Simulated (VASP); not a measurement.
# AlN in VASP: further runs

The runs below take AlN through single point, with PBE.

All numbers are computed with VASP 6.6.1; they aren't measurements. Logs are shortened: lines on timing, memory, paths and dates and some standing lists are left out, and cuts for length are marked.

## 1. The cell of the first run

Symmetry: P6_3/mmc, No. 194, hexagonal system. Conventional cell: a = 3.258 Å, b = 3.258 Å, c = 4.118 Å, α = 90.00°, β = 90.00°, γ = 120.00°. Within 2.5 Å of Al (site symmetry -6m2) lie 5 N at 1.88 to 2.06 Å. N (site symmetry -6m2) has 5 Al at 1.88 to 2.06 Å within 2.5 Å.

## 2. Single point, PBE

Input file INCAR:

```
ALGO = Normal
EDIFF = 1E-6
ENCUT = 520
GGA = PE
ISIF = 2
ISMEAR = 0
LASPH = True
LCHARG = True
LELF = True
LREAL = False
LVHAR = True
LWAVE = False
NBANDS = 16
NELM = 60
PREC = Accurate
SIGMA = 0.05
```

Input file KPOINTS:

```
k-points
0
Gamma
  9 9 6
```

Input file POSCAR:

```
AlN
1.0
    3.2581442357      0.0000000000      0.0000000000
   -1.6290721178      2.8216356773      0.0000000000
    0.0000000000      0.0000000000      4.1176574847
Al N
2 2
Direct
    0.3333333333      0.6666666667      0.7500000000
    0.6666666667      0.3333333333      0.2500000000
    0.3333333333      0.6666666667      0.2500000000
    0.6666666667      0.3333333333      0.7500000000
```

Potentials or basis: VASP PAW PBE potentials, release 64 (Al, N).

The run is started by

```console
cat potpaw_PBE.64/Al/POTCAR potpaw_PBE.64/N/POTCAR > POTCAR
mpirun -np 1 vasp_std > vasp.out
```

OUTCAR:

```text
EDIFF = 1E-6
   ENCUT = 520
   GGA = PE
   ISIF = 2
   ISMEAR = 0
   LASPH = True
   LREAL = False
   NELM = 60
   PREC = Accurate

 ion  position               nearest neighbor table
   1  0.333  0.667  0.750-   4 1.88   4 1.88   4 1.88   3 2.06   3 2.06   2 2.79   2 2.79   2 2.79
                             2 2.79   2 2.79   2 2.79
   2  0.667  0.333  0.250-   3 1.88   3 1.88   3 1.88   4 2.06   4 2.06   1 2.79   1 2.79   1 2.79
                             1 2.79   1 2.79   1 2.79
   3  0.333  0.667  0.250-   2 1.88   2 1.88   2 1.88   1 2.06   1 2.06
   4  0.667  0.333  0.750-   1 1.88   1 1.88   1 1.88   2 2.06   2 2.06

  LATTYP: Found a hexagonal cell.
 ALAT       =     3.2581442357
 C/A-ratio  =     1.2638045423

  Lattice vectors:

 A1 = (   3.2581442357,   0.0000000000,   0.0000000000)
 A2 = (  -1.6290721178,   2.8216356773,   0.0000000000)
 A3 = (   0.0000000000,   0.0000000000,   4.1176574847)

Analysis of symmetry for initial positions (statically):
=====================================================================
 Subroutine PRICEL returns:
 Original cell was already a primitive cell.

 Routine SETGRP: Setting up the symmetry group for a
 hexagonal supercell.

 Subroutine GETGRP returns: Found 24 space group operations
 (whereof 12 operations were pure point group operations)
 out of a pool of 24 trial point group operations.

The static configuration has the point symmetry D_3d.
 The point group associated with its full space group is D_6h.

Analysis of symmetry for dynamics (positions and initial velocities):
=====================================================================
 Subroutine PRICEL returns:
 Original cell was already a primitive cell.

 Routine SETGRP: Setting up the symmetry group for a
 hexagonal supercell.

 Subroutine GETGRP returns: Found 24 space group operations
 (whereof 12 operations were pure point group operations)
 out of a pool of 24 trial point group operations.

The dynamic configuration has the point symmetry D_3d.
 The point group associated with its full space group is D_6h.

 Subroutine INISYM returns: Found 24 space group operations
 (whereof 12 operations are pure point group operations),
 and found     1 'primitive' translations

----------------------------------------------------------------------------------------

                                     Primitive cell
[... 90 lines left out ...]
   LNONCOLLINEAR =      F non collinear calculations
   LSORBIT =      F    spin-orbit coupling
   LASPH  =      T    aspherical Exc in radial PAW
   ENCUT  =  520.0 eV  38.22 Ry    6.18 a.u.   6.06  6.06  7.66*2*pi/ulx,y,z
   NELM   =     60;   NELMIN=  2; NELMDL= -5     # of ELM steps
   EDIFF  = 0.1E-05   stopping-criterion for ELM
   LREAL  =      F    real-space projection
   EDIFFG = 0.1E-04   stopping-criterion for IOM
   NSW    =      0    number of steps for IOM
   IBRION =     -1    ionic relax: 0-MD 1-quasi-New 2-CG
   NFREE  =      0    steps in history (QN), initial steepest desc. (CG)
   ISIF   =      2    stress and relaxation
   ISYM   =      2    0-nonsym 1-usesym 2-fastsym
   POTIM  = 0.5000    time-step for ionic-motion
   TEBEG  =    0.0;   TEEND  =   0.0 temperature during run
   PSTRESS=    0.0 pullay stress
   NELECT =      16.0000    total number of electrons
   NUPDOWN=      -1.0000    fix difference up-down
   EMIN   =  10.00;   EMAX   =-10.00  energy-range for DOS
   EFERMI =   0.00;   METHOD = LEGACY
   ISMEAR =     0;   SIGMA  =   0.05  broadening in eV -4-tet -1-fermi 0-gaus
   EFERMI_NEDOS =   21; number of points for ismear=-14 and -15
   IALGO  =     38    algorithm
   IMIX   =      4    mixing-type and parameters
     AMIX     =   0.40;   BMIX     =  1.00
     AMIX_MAG =   1.60;   BMIX_MAG =  1.00
  volume/ion in A,a.u.               =       9.46        63.86
  Fermi-wavevector in a.u.,A,eV,Ry     =   1.228592  2.321702 20.537154  1.509438
  Thomas-Fermi vector in A             =   2.363512
   LORBIT       =      0    0 simple, 1 ext, 2 COOP (PROOUT), +10 PAW based schemes
   GGA     = PE    functional components
   LHFCALC =     F    Hartree Fock is set to
   AEXX    =    0.0000 exact exchange contribution
   IVDW    =     0    specifies the selected vdW correction
   LEPSILON=     F    determine dielectric tensor
   LRPA    =     F    only Hartree local field effects (RPA)
 non-spin polarized calculation
 Gauss-broadening in eV      SIGMA  =   0.05
  energy-cutoff  :      520.00
  volume of cell :       37.85
 maximum number of plane-waves:      1038
   NGX = 13   NGY = 13   NGZ = 15

 number of electron      16.0000003 magnetization

 Free energy of the ion-electron system (eV)
  ---------------------------------------------------
  ext. energy  EPLUGINS =         0.00000000
  ---------------------------------------------------
  free energy    TOTEN  =       -29.25231656 eV

  energy without entropy =      -29.25231656  energy(sigma->0) =      -29.25231656

 E-fermi :   8.7146     XC(G=0): -11.3824

 val. band max:        8.5204134431   @ k =   0.0000   0.0000   0.0000
 cond. band min:      12.1639442923   @ k =   0.0000   0.0000   0.0000
 fundamental gap:      3.6435308491
 Fermi energy:         8.7145809514

 k-point     1 :       0.0000    0.0000    0.0000
  band No.  band energies     occupation
      1      -8.6588      2.00000
      2      -4.7873      2.00000
      3       1.3491      2.00000
      4       5.1058      2.00000
      5       5.1058      2.00000
      6       6.8165      2.00000
[... 433 lines left out ...]
      3       1.7063      2.00000
      4       2.7985      2.00000
      5       2.7985      2.00000
      6       5.3680      2.00000
[... 8 lines left out ...]
     15      20.0517      0.00000
     16      22.1035      0.00000

 [... further k-points ...]
[... 5 lines left out ...]
  --------------------------------------------------------------------------------------
  -------------------------------------------------------------------------------------
  Total        2.8581461      2.8581461      2.3461526      0.0000000      0.0000000      0.0000000
  in kB      120.9688475    120.9688475     99.2991164      0.0000000      0.0000000      0.0000000
  external PRESSURE =     113.7456038 kB  Pullay stress =       0.0000000 kB

 VOLUME and BASIS-vectors are now :
 -----------------------------------------------------------------------------
  energy-cutoff  :      520.00
  volume of cell :       37.85
      direct lattice vectors                 reciprocal lattice vectors
     3.258144236  0.000000000  0.000000000     0.306923183  0.177202182  0.000000000
    -1.629072118  2.821635677  0.000000000     0.000000000  0.354404365  0.000000000
     0.000000000  0.000000000  4.117657485     0.000000000  0.000000000  0.242856528

 POSITION                                       TOTAL-FORCE (eV/Angst)
 -----------------------------------------------------------------------------------
     -0.00000      1.88109      3.08824         0.000000      0.000000      0.000000
      1.62907      0.94055      1.02941         0.000000      0.000000      0.000000
     -0.00000      1.88109      1.02941        -0.000000     -0.000000      0.000000
      1.62907      0.94055      3.08824        -0.000000      0.000000      0.000000
 -----------------------------------------------------------------------------------
    total drift:                                0.000000     -0.000000      0.000000

  FREE ENERGIE OF THE ION-ELECTRON SYSTEM (eV)
  ---------------------------------------------------
  free  energy   TOTEN  =       -29.2523165569 eV

  energy  without entropy=      -29.2523165569  energy(sigma->0) =      -29.25231656
```

OSZICAR:

```text
N       E                     dE             d eps       ncg     rms          rms(c)
DAV:   1     0.425809846155E+02    0.42581E+02   -0.73583E+03  1536   0.903E+02
DAV:   2    -0.305849121159E+02   -0.73166E+02   -0.67081E+02  2248   0.193E+02
DAV:   3    -0.338948935573E+02   -0.33100E+01   -0.33010E+01  1840   0.421E+01
DAV:   4    -0.339135903518E+02   -0.18697E-01   -0.18695E-01  1888   0.354E+00
DAV:   5    -0.339138348937E+02   -0.24454E-03   -0.24454E-03  1792   0.407E-01    0.120E+01
DAV:   6    -0.292783023663E+02    0.46355E+01   -0.90673E+00  1968   0.228E+01    0.403E+00
DAV:   7    -0.292718156805E+02    0.64867E-02   -0.80627E-01  1776   0.622E+00    0.293E+00
DAV:   8    -0.292607237631E+02    0.11092E-01   -0.86713E-02  1624   0.253E+00    0.851E-01
DAV:   9    -0.292518491873E+02    0.88746E-02   -0.18832E-02  1928   0.110E+00    0.273E-01
DAV:  10    -0.292524226200E+02   -0.57343E-03   -0.31486E-03  1792   0.369E-01    0.166E-01
DAV:  11    -0.292523152793E+02    0.10734E-03   -0.22244E-04  1776   0.121E-01    0.427E-02
DAV:  12    -0.292523169397E+02   -0.16605E-05   -0.15826E-05  1768   0.314E-02    0.705E-03
DAV:  13    -0.292523165569E+02    0.38286E-06   -0.50565E-06  1848   0.171E-02
   1 F= -.29252317E+02 E0= -.29252317E+02  d E =-.163840E-10
```

stdout:

```text
POSCAR found type information on POSCAR AlN
 POSCAR found :  2 types and       4 ions
 scaLAPACK will be used
 LDA part: xc-table for (Slater+PW92), standard interpolation
 POSCAR, INCAR and KPOINTS ok, starting setup
 FFT: planning ... GRIDC
 FFT: planning ... GRID_SOFT
 FFT: planning ... GRID
 WAVECAR not read
 entering main loop
```

Run time: 7.9 s. Hardware: 1 thread of Intel Xeon 6975P-C (Granite Rapids), shared host; peak memory 0.15 GiB.

Results:

- Free energy: -29.2523 eV
- Pressure: 11.4 GPa
- Band gap on the k mesh: 3.64 eV, direct

Stress tensor (GPa, compression positive):
```
12.10  0.00  0.00
 0.00 12.10  0.00
 0.00  0.00  9.93
```

A k mesh can miss the band edges.

(Part 1 of 3 ends here.)
